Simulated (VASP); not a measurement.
# Ca2HfH8 (Cmm2) in VASP: notebook, part 2 of 2

VASP 6.6.1.

## (5) Relaxation of cell and atoms, PBE (atoms taken out)

File INCAR:

```
SYSTEM = Ca2HfH8
  ALGO = Normal
  EDIFF = 1E-6
  EDIFFG = -0.04
  ENCUT = 600
  GGA = PE
  IBRION = 2
  ISIF = 3
  ISMEAR = 0
  LASPH = .TRUE.
  LCHARG = .FALSE.
  LREAL = .FALSE.
  LWAVE = .FALSE.
  NELM = 80
  NSW = 90
  PREC = Accurate
  SIGMA = 0.1
```

File KPOINTS:

```
k-points
0
G
  4 4 4
  0 0 0
```

File POSCAR:

```
Ca2HfH8
1.0
    3.2389741000     -3.2389741000      0.0000000000
    3.2389741000      3.2389741000      0.0000000000
    0.0000000000      0.0000000000      5.9547814400
Ca Hf H
2 1 8
Direct
    0.0000000000      0.0000000000      0.0000000000
    0.5000000000      0.5000000000      0.2500000000
    0.0000000000      0.0000000000      0.5000000000
    0.6950000000      0.3050000000      0.0000000000
    0.6950000000      0.3050000000      0.5000000000
    0.3050000000      0.6950000000      0.0000000000
    0.3050000000      0.6950000000      0.5000000000
    0.8050000000      0.8050000000      0.2500000000
    0.8050000000      0.8050000000      0.7500000000
    0.1950000000      0.1950000000      0.2500000000
    0.1950000000      0.1950000000      0.7500000000
```

Potentials or basis: VASP PAW PBE potentials, release 64 (Ca_sv, Hf_pv, H).

Run with:

```sh
cat potpaw_PBE.64/Ca_sv/POTCAR potpaw_PBE.64/Hf_pv/POTCAR potpaw_PBE.64/H/POTCAR > POTCAR
mpirun -np 1 vasp_std > vasp.out
```

OUTCAR:

```text
SYSTEM = Ca2HfH8
   EDIFF = 1E-6
   EDIFFG = -0.04
   ENCUT = 600
   GGA = PE
   IBRION = 2
   ISIF = 3
   ISMEAR = 0
   LASPH = .TRUE.
   LREAL = .FALSE.
   NELM = 80
   NSW = 90
   PREC = Accurate

 ion  position               nearest neighbor table
   1  0.000  0.000  0.000-   8 1.95   9 1.95  10 1.95  11 1.95   4 1.98   6 1.98   3 2.98   3 2.98

   2  0.500  0.500  0.250-   4 1.95   5 1.95   6 1.95   7 1.95   8 1.98  10 1.98
   3  0.000  0.000  0.500-   8 1.95   9 1.95  10 1.95  11 1.95   5 1.98   7 1.98   1 2.98   1 2.98

   4  0.695  0.305  0.000-   2 1.95   1 1.98
   5  0.695  0.305  0.500-   2 1.95   3 1.98
   6  0.305  0.695  0.000-   2 1.95   1 1.98
   7  0.305  0.695  0.500-   2 1.95   3 1.98
   8  0.805  0.805  0.250-   1 1.95   3 1.95   2 1.98
   9  0.805  0.805  0.750-   1 1.95   3 1.95
  10  0.195  0.195  0.250-   1 1.95   3 1.95   2 1.98
  11  0.195  0.195  0.750-   1 1.95   3 1.95

  LATTYP: Found a simple tetragonal cell.
 ALAT       =     4.5806011004
 C/A-ratio  =     1.3000000021

  Lattice vectors:

 A1 = (   3.2389741000,  -3.2389741000,   0.0000000000)
 A2 = (   3.2389741000,   3.2389741000,   0.0000000000)
 A3 = (   0.0000000000,   0.0000000000,   5.9547814400)

Analysis of symmetry for initial positions (statically):
[... 232 lines left out ...]
--------------------------------------- Ionic step        2  -------------------------------------------

 number of electron      37.9999998 magnetization

 E-fermi :   0.1705     XC(G=0):  -8.1047

 val. band max:        0.0092490444   @ k =   0.0000   0.0000   0.0000
 cond. band min:       0.3175541245   @ k =   0.0000   0.0000   0.0000
 fundamental gap:      0.3083050801
 Fermi energy:         0.1705117087

 k-point     1 :       0.0000    0.0000    0.0000
  band No.  band energies     occupation
      1     -39.2520      2.00000
      2     -39.1239      2.00000
      3     -31.9630      2.00000
      4     -31.8087      2.00000
      5     -31.7988      2.00000
      6     -20.4509      2.00000
[... 660 lines left out ...]
  FREE ENERGIE OF THE ION-ELECTRON SYSTEM (eV)
  ---------------------------------------------------
  free  energy   TOTEN  =       -41.0744129807 eV

  energy  without entropy=      -41.0744125070  energy(sigma->0) =      -41.07441274

[... ionic steps 4 to 25 ...]

--------------------------------------- Ionic step       26  -------------------------------------------

 number of electron      37.9999996 magnetization

------------------------ aborting loop because EDIFF is reached ----------------------------------------
[... 85 lines left out ...]
--------------------------------------- Ionic step       28  -------------------------------------------

 number of electron      37.9999993 magnetization

 Free energy of the ion-electron system (eV)
  ---------------------------------------------------
  ext. energy  EPLUGINS =         0.00000000
  ---------------------------------------------------
  free energy    TOTEN  =       -41.93677004 eV

  energy without entropy =      -41.93677004  energy(sigma->0) =      -41.93677004

 E-fermi :  -0.5466     XC(G=0):  -7.2564

 val. band max:       -0.9838590343   @ k =   0.0000   0.0000   0.0000
 cond. band min:       0.1213513934   @ k =   0.0000   0.0000   0.0000
 fundamental gap:      1.1052104277
 Fermi energy:        -0.5465847687

 k-point     1 :       0.0000    0.0000    0.0000
  band No.  band energies     occupation
      1     -40.7887      2.00000
      2     -40.4914      2.00000
      3     -32.1511      2.00000
      4     -31.9926      2.00000
      5     -31.8721      2.00000
      6     -21.9115      2.00000
[... 615 lines left out ...]
  FREE ENERGIE OF THE ION-ELECTRON SYSTEM (eV)
  ---------------------------------------------------
  free  energy   TOTEN  =       -41.9367700438 eV

  energy  without entropy=      -41.9367700438  energy(sigma->0) =      -41.93677004

 reached required accuracy - stopping structural energy minimisation
```

OSZICAR:

```text
N       E                     dE             d eps       ncg     rms          rms(c)
DAV:   1     0.283828394576E+03    0.28383E+03   -0.20458E+04  1050   0.157E+03
DAV:   2    -0.278240095956E+02   -0.31165E+03   -0.30721E+03  1224   0.392E+02
[... 279 lines left out ...]
DAV:   2    -0.419368751680E+02   -0.20635E-03   -0.64959E-03  1186   0.567E-01    0.107E-01
DAV:   3    -0.419367887664E+02    0.86402E-04   -0.23939E-04  1682   0.101E-01    0.657E-02
DAV:   4    -0.419367664789E+02    0.22287E-04   -0.63222E-05  1801   0.459E-02    0.261E-02
DAV:   5    -0.419367685588E+02   -0.20798E-05   -0.96780E-06  1656   0.169E-02    0.124E-02
DAV:   6    -0.419367696106E+02   -0.10519E-05   -0.57299E-07   818   0.516E-03    0.538E-03
DAV:   7    -0.419367700438E+02   -0.43314E-06   -0.23033E-07   628   0.303E-03
  28 F= -.41936770E+02 E0= -.41936770E+02  d E =-.775086E-03
```

CONTCAR:

```text
Ca2HfH8
   1.00000000000000
     3.5206327478822605   -3.5792856703543849    0.0000000000000000
     3.5206327478822605    3.5792856703543849    0.0000000000000000
     0.0000000000000000    0.0000000000000000    7.1029963328475887
  Ca              Hf              H
     2     1     8
Direct
     0.0000000000000000    0.0000000000000000    0.0057246399334940
     0.5000000000000000    0.5000000000000000    0.2512156565507722
     0.0000000000000000    0.0000000000000000    0.5171981079474702
     0.7018622342704978    0.2981377657295026    0.0305395145937922
     0.7494386340048411    0.2505613659951588    0.4376748870195347
     0.2981377657295026    0.7018622342704978    0.0305395145937922
     0.2505613659951588    0.7494386340048411    0.4376748870195347
     0.8208699387404518    0.8208699387404518    0.2972347548719428
     0.8193988892248498    0.8193988892248498    0.7224816412988624
     0.1791300612595486    0.1791300612595486    0.2972347548719428
     0.1806011107751501    0.1806011107751501    0.7224816412988624

  0.00000000E+00  0.00000000E+00  0.00000000E+00
  0.00000000E+00  0.00000000E+00  0.00000000E+00
  0.00000000E+00  0.00000000E+00  0.00000000E+00
  0.00000000E+00  0.00000000E+00  0.00000000E+00
  0.00000000E+00  0.00000000E+00  0.00000000E+00
  0.00000000E+00  0.00000000E+00  0.00000000E+00
  0.00000000E+00  0.00000000E+00  0.00000000E+00
  0.00000000E+00  0.00000000E+00  0.00000000E+00
  0.00000000E+00  0.00000000E+00  0.00000000E+00
  0.00000000E+00  0.00000000E+00  0.00000000E+00
  0.00000000E+00  0.00000000E+00  0.00000000E+00
```

Wall time 46 min (1 thread of Oxide Virtual Turin-like, shared host); peak memory 0.3 GiB.

What came out:

| Quantity | Value |
| --- | --- |
| Free energy | -41.9368 eV |
| Relaxed volume | 16.27 Å³/atom |
| Relaxed cell | a = 5.021 Å, b = 5.021 Å, c = 7.103 Å, α = 90.00°, β = 90.00°, γ = 90.95° |
| Space group after relaxing (to 0.1 Å) | Cmm2 (No. 35) |
| Energy gained by relaxing | 283.4 meV/atom |
| Ionic steps | 28 |
| Pressure after relaxing | -0.1 GPa |
| Largest force after relaxing | 0.034 eV/Å |
| Band gap on the k mesh | 1.11 eV |

Forces in eV/Å, atoms in the order of the input:
```
Ca   0.000  0.000 -0.013
Ca   0.000  0.000 -0.002
Hf   0.000  0.000  0.007
H    0.000 -0.007 -0.021
H    0.000 -0.013  0.006
H    0.000  0.007 -0.021
H    0.000  0.013  0.006
H   -0.007  0.000  0.024
H    0.034  0.000 -0.004
H    0.007  0.000  0.024
H   -0.034  0.000 -0.004
```

The path:
| step | energy change (eV) | largest force (eV/Å) | pressure (GPa) | volume (Å³) |
| --- | --- | --- | --- | --- |
| 1 | 0.0000 | 1.7154 | 16.51 | 124.94 |
| 2 | -1.9920 | 1.2140 | 3.89 | 147.24 |
| 3 | -2.2549 | 1.1722 | -2.75 | 172.62 |
| 4 | -2.3140 | 1.2069 | -1.32 | 165.15 |
| 5 | -2.3149 | 1.2115 | -1.01 | 163.77 |
| 6 | -2.6106 | 0.7914 | -0.37 | 164.46 |
| 7 | -2.7563 | 0.6235 | 0.80 | 165.32 |
| 8 | -2.8372 | 0.4514 | 0.37 | 168.12 |
| 9 | -2.8566 | 0.5860 | 0.11 | 170.25 |
| 10 | -2.9159 | 0.4068 | -0.30 | 172.36 |
| 11 | -2.9514 | 0.6968 | -0.83 | 175.62 |
| 12 | -3.0124 | 0.3259 | -0.62 | 175.66 |
| 13 | -3.0538 | 0.2978 | -0.27 | 175.71 |
| 14 | -3.0713 | 0.1662 | 0.12 | 174.88 |
| 15 | -3.0739 | 0.2697 | 0.34 | 174.42 |
| 16 | -3.0881 | 0.1123 | 0.30 | 174.78 |
| 17 | -3.0923 | 0.1758 | 0.28 | 175.12 |
| 18 | -3.1007 | 0.0911 | -0.02 | 176.40 |
| 19 | -3.1012 | 0.1357 | -0.13 | 176.84 |
| 20 | -3.1067 | 0.0668 | -0.05 | 176.95 |
| 21 | -3.1091 | 0.0962 | 0.05 | 177.07 |
| 22 | -3.1121 | 0.1185 | 0.11 | 177.41 |
| 23 | -3.1122 | 0.1515 | 0.12 | 177.46 |
| 24 | -3.1142 | 0.0747 | 0.01 | 178.23 |
| 25 | -3.1142 | 0.0761 | 0.00 | 178.25 |
| 26 | -3.1153 | 0.0517 | -0.04 | 178.51 |
| 27 | -3.1164 | 0.0666 | -0.15 | 179.16 |
| 28 | -3.1172 | 0.0339 | -0.09 | 179.01 |

Final structure:
```
CELL_PARAMETERS angstrom
3.52063 -3.57929 0.00000
3.52063 3.57929 0.00000
0.00000 0.00000 7.10300
ATOMIC_POSITIONS crystal
Ca 0.00000 0.00000 0.00572
Ca 0.50000 0.50000 0.25122
Hf 0.00000 0.00000 0.51720
H 0.70186 0.29814 0.03054
H 0.74944 0.25056 0.43767
H 0.29814 0.70186 0.03054
H 0.25056 0.74944 0.43767
H 0.82087 0.82087 0.29723
H 0.81940 0.81940 0.72248
H 0.17913 0.17913 0.29723
H 0.18060 0.18060 0.72248
```

Caveat: the cell differs from its parent crystal (atoms taken out); the volume moved by over 15 % at a fixed basis, so the end points are rough; spin-orbit coupling is left out, which moves the levels of the heavy elements. A k mesh can miss the band edges.

## (6) Summary

| task | cell | k mesh | cutoff (eV) | smearing | gap on the mesh (eV) | pressure (GPa) | largest force (eV/Å) |
| --- | --- | --- | --- | --- | --- | --- | --- |
| single point | a = 4.581, b = 4.581, c = 5.955 Å, 11 atoms, atomic positions A | 4 × 4 × 4 | 520 | gaussian 0.1 eV | 0.03 | 16.4 | 1.71 |
| single point | a = 5.041, b = 5.041, c = 7.103 Å, angles 90.0, 90.0, 90.8°, 11 atoms, atomic positions B | 4 × 4 × 4 | 520 | gaussian 0.1 eV | 1.14 | -0.1 | 0.03 |
| single point | a = 5.041, b = 5.041, c = 7.109 Å, angles 90.0, 90.0, 90.7°, 11 atoms, atomic positions C | 6 × 6 × 4 | 520 | gaussian 0.02 eV | 1.14 | -0.1 | 0.02 |
| relaxation of cell and atoms | relaxed from a = 4.581, b = 4.581, c = 5.955 Å, 11 atoms, atomic positions A | 4 × 4 × 4 | 600 | gaussian 0.1 eV | 1.11 | -0.1 | 0.03 |

Alike in all rows: level PBE; potentials or basis VASP PAW PBE potentials, release 64 (Ca_sv, Hf_pv, H); no spin polarisation.

Caveats: spin-orbit coupling is left out, which moves the levels of the heavy elements; the stress differs along the axes, from 11 to 25 GPa (at least some runs); the smearing spreads over this small gap (at least some runs); forces of over 1 eV/Å act on the atoms, so gaps and moduli don't describe the material at rest (at least some runs); the volume moved by over 15 % at a fixed basis, so the end points are rough (at least some runs).

Absolute energies hang on the potentials; compare differences alone.

The gap in the log of VASP goes by the Fermi energy; the results here count the filled bands.